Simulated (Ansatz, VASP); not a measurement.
TiC: VASP beside Ansatz

The input POSCAR:

```
TiC
1.0
    0.0000000000      1.8648033273      1.8648033273
    1.8648033273      0.0000000000      1.8648033273
    1.8648033273      1.8648033273      0.0000000000
Ti C
1 1
Direct
    0.0000000000      0.0000000000      0.0000000000
    0.5000000000      0.5000000000      0.5000000000
```

The input INCAR.step1:

```
ALGO = Normal
EDIFF = 1E-4
ENCUT = 520
GGA = PE
ISMEAR = -1
LASPH = True
LCHARG = False
LREAL = False
LWAVE = True
NBANDS = 15
NELM = 100
PREC = Accurate
SIGMA = 0.1
```

Contents of INCAR.step2:

```
ALGO = Normal
EDIFF = 1E-6
ENCUT = 520
ISIF = 2
ISMEAR = -1
ISTART = 1
LASPH = True
LCHARG = False
LMIXTAU = True
LREAL = False
LWAVE = False
METAGGA = R2SCAN
NBANDS = 15
NELM = 100
PREC = Accurate
SIGMA = 0.1
```

File KPOINTS:

```
k-points
0
Gamma
  15 15 15
```

Input for Ansatz:

```yaml
crystal:
  lattice:
    - [0.0, 1.8648033273, 1.8648033273]
    - [1.8648033273, 0.0, 1.8648033273]
    - [1.8648033273, 1.8648033273, 0.0]
  atoms:
    - { symbol: Ti, position: [0.0, 0.0, 0.0] }
    - { symbol: C, position: [0.5, 0.5, 0.5] }
kpoints:
  mp_grid: { grid: [15, 15, 15] }
scf:
  occupations: { method: fermi_dirac, width: 0.1 }
hamiltonian:
  xc: r2scan
  pseudopotentials: { kind: paw }
output:
  forces: true
  stress: true
  eigenvalues: true
  populations: true
```

Change from the starting cell: volume scaled by 0.64, PAW files.

Alike in both runs: task single point; functional r2SCAN; k mesh 15 × 15 × 15; occupations fermi-dirac, width 0.1 eV; no spin polarisation.

|  | VASP | Ansatz |
| --- | --- | --- |
| version | VASP 6.6.1 | Ansatz 0.2.0 |
| potentials or method | VASP PAW PBE potentials, release 64 (Ti_sv, C) | PAW with Ansatz's default frozen-core files, scalar-relativistic |
| plane-wave cutoff (eV) | 520 | 500 |
| valence electrons in the cell | 16 | 16 |

VASP gave:

| Quantity | Value |
| --- | --- |
| pressure (GPa) | 278.6 |

**Question.** What did Ansatz give for the same quantities?

**Answer.** Pressure (GPa): 276.0.

VASP's potentials were made for PBE, not for r2SCAN. Both programs put the cell under a high pressure, so it lies far from rest at this level.

Noted on VASP's run: the cell as given lies far from equilibrium.
